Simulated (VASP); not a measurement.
# Na4AlO (P4/mbm) in VASP: further runs

Na4AlO is run at these levels: PBE; tasks: single point.

Program: VASP 6.6.1. These are calculated values, not measurements. Logs are shortened: lines on timing, memory, paths and dates and some standing lists are left out, and cuts for length are marked.

### 1 The cell of the first run

Symmetry: P4/mbm, No. 127, tetragonal system. Conventional cell: a = 6.214 Å, b = 6.214 Å, c = 7.523 Å, α = 90.00°, β = 90.00°, γ = 90.00°. Na (site symmetry 4) has 1 O at 2.27 Å and 1 Na at 2.98 Å within 3.0 Å. Within 3.0 Å of Na (site symmetry m2m) lie 2 O at 2.24 Å. Al (site symmetry mmm) has 16 Na at 3.45 to 4.60 Å and 4 Al at 4.39 Å within 4.6 Å. O (site symmetry 4/m) has 6 Na at 2.24 to 2.27 Å within 3.0 Å.

### 2 Single point, PBE, collinear spin, ferromagnetic start

INCAR reads:

```
  ALGO = Normal
  EDIFF = 1E-7
  ENCUT = 520
  GGA = PE
  ISIF = 2
  ISMEAR = 0
  ISPIN = 2
  LASPH = T
  LCHARG = F
  LORBIT = 11
  LREAL = F
  LWAVE = F
  MAGMOM = 0 0 0 0 0 0 0 0 0 0 1 1
  NBANDS = 53
  NELM = 150
  PREC = Accurate
  SIGMA = 0.1
```

KPOINTS reads:

```
k-points
0
Gamma
  4 4 2
```

POSCAR reads:

```
Na4AlO
1.0
    6.2139784235      0.0000000000      0.0000000000
    0.0000000000      6.2139784235      0.0000000000
    0.0000000000      0.0000000000      7.5233983888
Na Al O
8 2 2
Direct
    0.5000000000      0.5000000000      0.3021122358
    0.5000000000      0.5000000000      0.6978877642
    0.0000000000      0.0000000000      0.6978877642
    0.0000000000      0.0000000000      0.3021122358
    0.8005328371      0.3005328371      0.0000000000
    0.1994671629      0.6994671629      0.0000000000
    0.3005328371      0.1994671629      0.0000000000
    0.6994671629      0.8005328371      0.0000000000
    0.0000000000      0.5000000000      0.5000000000
    0.5000000000      0.0000000000      0.5000000000
    0.5000000000      0.5000000000      0.0000000000
    0.0000000000      0.0000000000      0.0000000000
```

Potentials or basis: VASP PAW PBE potentials, release 64 (Na_pv, Al, O).

Command:

```sh
cat potpaw_PBE.64/Na_pv/POTCAR potpaw_PBE.64/Al/POTCAR potpaw_PBE.64/O/POTCAR > POTCAR
mpirun -np 1 vasp_std > vasp.out
```

OUTCAR:

```text
EDIFF = 1E-7
   ENCUT = 520
   GGA = PE
   ISIF = 2
   ISMEAR = 0
   ISPIN = 2
   LASPH = T
   LORBIT = 11
   LREAL = F
   NELM = 150
   PREC = Accurate

 ion  position               nearest neighbor table
   1  0.500  0.500  0.302-  11 2.27
   2  0.500  0.500  0.698-  11 2.27
   3  0.000  0.000  0.698-  12 2.27
   4  0.000  0.000  0.302-  12 2.27
   5  0.801  0.301  0.000-  11 2.24  12 2.24
   6  0.199  0.699  0.000-  11 2.24  12 2.24
   7  0.301  0.199  0.000-  11 2.24  12 2.24
   8  0.699  0.801  0.000-  11 2.24  12 2.24
   9  0.000  0.500  0.500-
  10  0.500  0.000  0.500-
  11  0.500  0.500  0.000-   5 2.24   6 2.24   7 2.24   8 2.24   1 2.27   2 2.27
  12  0.000  0.000  0.000-   5 2.24   6 2.24   7 2.24   8 2.24   3 2.27   4 2.27

  LATTYP: Found a simple tetragonal cell.
 ALAT       =     6.2139784235
 C/A-ratio  =     1.2107216788

  Lattice vectors:

 A1 = (   6.2139784235,   0.0000000000,   0.0000000000)
 A2 = (   0.0000000000,   6.2139784235,   0.0000000000)
 A3 = (   0.0000000000,   0.0000000000,   7.5233983888)

Analysis of symmetry for initial positions (statically):
=====================================================================
 Subroutine PRICEL returns:
 Original cell was already a primitive cell.

 Routine SETGRP: Setting up the symmetry group for a
 simple tetragonal supercell.

 Subroutine GETGRP returns: Found 16 space group operations
 (whereof  8 operations were pure point group operations)
 out of a pool of 16 trial point group operations.

The static configuration has the point symmetry C_4h.
 The point group associated with its full space group is D_4h.

Analysis of symmetry for dynamics (positions and initial velocities):
=====================================================================
 Subroutine PRICEL returns:
 Original cell was already a primitive cell.

 Routine SETGRP: Setting up the symmetry group for a
 simple tetragonal supercell.

 Subroutine GETGRP returns: Found 16 space group operations
 (whereof  8 operations were pure point group operations)
 out of a pool of 16 trial point group operations.

The dynamic configuration has the point symmetry C_4h.
[... 170 lines left out ...]

 E-fermi :   1.2752     XC(G=0):  -7.5577

 val. band max:        1.2747154022   @ k =   0.2500   0.2500   0.5000
 cond. band min:       1.2756455283   @ k =   0.0000   0.0000   0.0000
 fundamental gap:      0.0009301261
 Fermi energy:         1.2751680504

 spin component 1

 k-point     1 :       0.0000    0.0000    0.0000
  band No.  band energies     occupation
      1     -22.7791      1.00000
      2     -22.7521      1.00000
      3     -22.7330      1.00000
      4     -22.7330      1.00000
      5     -22.7317      1.00000
      6     -22.7317      1.00000
[... 613 lines left out ...]
     48       6.3847      0.00000
     49       6.7221      0.00000
 Fermi energy:         1.2751680504

 spin component 2

 k-point     1 :       0.0000    0.0000    0.0000
  band No.  band energies     occupation
      1     -22.7769      1.00000
      2     -22.7508      1.00000
      3     -22.7304      1.00000
      4     -22.7304      1.00000
      5     -22.7283      1.00000
      6     -22.7283      1.00000
[... 613 lines left out ...]
     48       6.5214      0.00000
     49       6.8280      0.00000
 [bands above 49 left out]

------------------------ aborting loop because EDIFF is reached ----------------------------------------

  FORCE on cell =-STRESS in cart. coord.  units (eV):
  Direction    XX          YY          ZZ          XY          YZ          ZX
  --------------------------------------------------------------------------------------
  -------------------------------------------------------------------------------------
  Total       -0.3393054     -0.3393054      1.2174178      0.0000000      0.0000000      0.0000000
  in kB       -1.8713191     -1.8713191      6.7142375      0.0000000      0.0000000      0.0000000
  external PRESSURE =       0.9905331 kB  Pullay stress =       0.0000000 kB

 VOLUME and BASIS-vectors are now :
 -----------------------------------------------------------------------------
  energy-cutoff  :      520.00
  volume of cell :      290.50
      direct lattice vectors                 reciprocal lattice vectors
     6.213978424  0.000000000  0.000000000     0.160927498  0.000000000  0.000000000
     0.000000000  6.213978424  0.000000000     0.000000000  0.160927498  0.000000000
     0.000000000  0.000000000  7.523398389     0.000000000  0.000000000  0.132918656

 POSITION                                       TOTAL-FORCE (eV/Angst)
 -----------------------------------------------------------------------------------
      3.10699      3.10699      2.27291         0.000000     -0.000000     -0.031024
      3.10699      3.10699      5.25049         0.000000     -0.000000      0.031024
      0.00000      0.00000      5.25049         0.000000     -0.000000      0.031024
      0.00000      0.00000      2.27291         0.000000     -0.000000     -0.031024
      4.97449      1.86750      0.00000         0.020312      0.020312     -0.000000
      1.23948      4.34647      0.00000        -0.020312     -0.020312     -0.000000
      1.86750      1.23948      0.00000         0.020312     -0.020312      0.000000
      4.34647      4.97449      0.00000        -0.020312      0.020312     -0.000000
      0.00000      3.10699      3.76170         0.000000     -0.000000     -0.000000
      3.10699      0.00000      3.76170         0.000000     -0.000000     -0.000000
      3.10699      3.10699      0.00000         0.000000     -0.000000     -0.000000
      0.00000      0.00000      0.00000         0.000000     -0.000000     -0.000000
 -----------------------------------------------------------------------------------
    total drift:                                0.000000     -0.000000      0.000000

  FREE ENERGIE OF THE ION-ELECTRON SYSTEM (eV)
  ---------------------------------------------------
  free  energy   TOTEN  =       -32.6659914578 eV

  energy  without entropy=      -32.6435919913  energy(sigma->0) =      -32.65479172

 total charge

# of ion       s       p       d       tot
------------------------------------------
    1        0.086   5.985   0.000   6.070
    2        0.086   5.985   0.000   6.070
    3        0.086   5.985   0.000   6.070
    4        0.086   5.985   0.000   6.070
    5        0.084   5.995   0.000   6.079
    6        0.084   5.995   0.000   6.079
    7        0.084   5.995   0.000   6.079
    8        0.084   5.995   0.000   6.079
    9        0.513   0.227   0.000   0.740
   10        0.513   0.227   0.000   0.740
   11        1.554   3.398   0.000   4.952
   12        1.554   3.398   0.000   4.952
--------------------------------------------------
tot          4.814  55.171   0.000  59.985

 magnetization (x)

# of ion       s       p       d       tot
------------------------------------------
    1        0.000   0.002   0.000   0.002
    2        0.000   0.002   0.000   0.002
    3        0.000   0.002   0.000   0.002
    4        0.000   0.002   0.000   0.002
    5       -0.000   0.002   0.000   0.002
    6       -0.000   0.002   0.000   0.002
    7       -0.000   0.002   0.000   0.002
    8       -0.000   0.002   0.000   0.002
    9        0.000   0.029   0.000   0.029
   10        0.000   0.029   0.000   0.029
   11        0.000   0.021   0.000   0.022
   12        0.000   0.021   0.000   0.022
--------------------------------------------------
tot          0.003   0.116   0.000   0.119
```

stdout:

```text
POSCAR found type information on POSCAR NaAlO
 POSCAR found :  3 types and      12 ions
 scaLAPACK will be used
 LDA part: xc-table for (Slater+PW92), standard interpolation
 POSCAR, INCAR and KPOINTS ok, starting setup
 FFT: planning ... GRIDC
 FFT: planning ... GRID_SOFT
 FFT: planning ... GRID
 WAVECAR not read
 entering main loop
```

It took 7.2 min on 1 thread of Intel Xeon Platinum 8259CL at 2.50GHz (Skylake/Cascade Lake), shared host; peak memory 0.58 GiB.

Results:

| Item | Value |
| --- | --- |
| Free energy | -32.6660 eV |
| Pressure | 0.1 GPa |
| Largest force | 0.031 eV/Å |
| Net moment | 0.71 μB per cell |
| Site moments | Na +0.00; Al +0.03; O +0.02 μB |
| Valence electrons inside the program's atomic spheres | Na 6.07, 6.08 (each value once); Al 0.74; O 4.95 |

Forces on the atoms (eV/Å):
```
Na   0.000  0.000 -0.031
Na   0.000  0.000  0.031
Na   0.000  0.000  0.031
Na   0.000  0.000 -0.031
Na   0.020  0.020  0.000
Na  -0.020 -0.020  0.000
Na   0.020 -0.020  0.000
Na  -0.020  0.020  0.000
Al   0.000  0.000  0.000
Al   0.000  0.000  0.000
O    0.000  0.000  0.000
O    0.000  0.000  0.000
```

Stress tensor (GPa, compression positive):
```
-0.19  0.00  0.00
 0.00 -0.19  0.00
 0.00  0.00  0.67
```

Caveat: the k points lie up to 0.42 Å⁻¹ apart; a moment this small can come from the mesh or the smearing.

### 3 Single point, PBE

This run uses another cell than the first one, of the same volume but with other edges.

INCAR reads:

```
ALGO = Fast
EDIFF = 1E-6
ENCUT = 520
GGA = PE
ISIF = 2
ISMEAR = 0
LASPH = T
LCHARG = F
LREAL = F
LWAVE = F
NBANDS = 49
NELM = 60
PREC = Accurate
SIGMA = 0.1
```

KPOINTS reads:

```
k-points
0
Gamma
  6 6 4
```

POSCAR reads:

```
Na4AlO
1.0
    6.1425049604      0.0000000000      0.0000000000
    0.0000000000      6.1425049604      0.0000000000
    0.0000000000      0.0000000000      7.7084320629
Na Al O
8 2 2
Direct
    0.5000000000      0.5000000000      0.2983049735
    0.5000000000      0.5000000000      0.7016950265
    0.0000000000      0.0000000000      0.7016950265
    0.0000000000      0.0000000000      0.2983049735
    0.8080910961      0.3080910961      0.0000000000
    0.1919089039      0.6919089039      0.0000000000
    0.3080910961      0.1919089039      0.0000000000
    0.6919089039      0.8080910961      0.0000000000
    0.0000000000      0.5000000000      0.5000000000
    0.5000000000      0.0000000000      0.5000000000
    0.5000000000      0.5000000000      0.0000000000
    0.0000000000      0.0000000000      0.0000000000
```

Potentials or basis: VASP PAW PBE potentials, release 64 (Na_pv, Al, O).

Command:

```sh
cat potpaw_PBE.64/Na_pv/POTCAR potpaw_PBE.64/Al/POTCAR potpaw_PBE.64/O/POTCAR > POTCAR
mpirun -np 1 vasp_std > vasp.out
```

Run time: 14 min. Hardware: 1 thread of Oxide Virtual Turin-like, shared host; peak memory 0.53 GiB.

The run converged. Its results:

```
Free energy            : -32.7632 eV
Pressure               : 0.1 GPa
Largest force          : 0.015 eV/Å
Band gap on the k mesh : zero (bands 37 and 38 overlap by 0.72 eV)
```

Forces in eV/Å, atoms in the order of the input:
```
Na   0.000  0.000  0.015
Na   0.000  0.000 -0.015
Na   0.000  0.000 -0.015
Na   0.000  0.000  0.015
Na   0.007  0.007  0.000
Na  -0.007 -0.007  0.000
Na   0.007 -0.007  0.000
Na  -0.007  0.007  0.000
Al   0.000  0.000  0.000
Al   0.000  0.000  0.000
O    0.000  0.000  0.000
O    0.000  0.000  0.000
```

Levels at points of the mesh, in eV from the Fermi level:
```csv
k point,band 35,band 36,band 37,band 38,band 39,band 40
"(0.00, 0.00, 0.00)",-0.47,-0.47,-0.47,-0.07,0.96,1.71
"(0.50, 0.00, 0.00)",-0.07,-0.07,0.14,0.14,0.36,0.36
"(0.50, 0.50, 0.00)",-1.64,-1.64,-0.05,-0.05,1.90,1.90
"(0.00, 0.00, 0.50)",-1.78,-0.54,-0.54,0.39,1.90,2.20
"(0.50, 0.00, 0.50)",-0.51,-0.51,0.29,0.29,0.33,0.33
"(0.50, 0.50, 0.50)",-1.24,-1.24,0.00,0.00,1.42,1.42
```
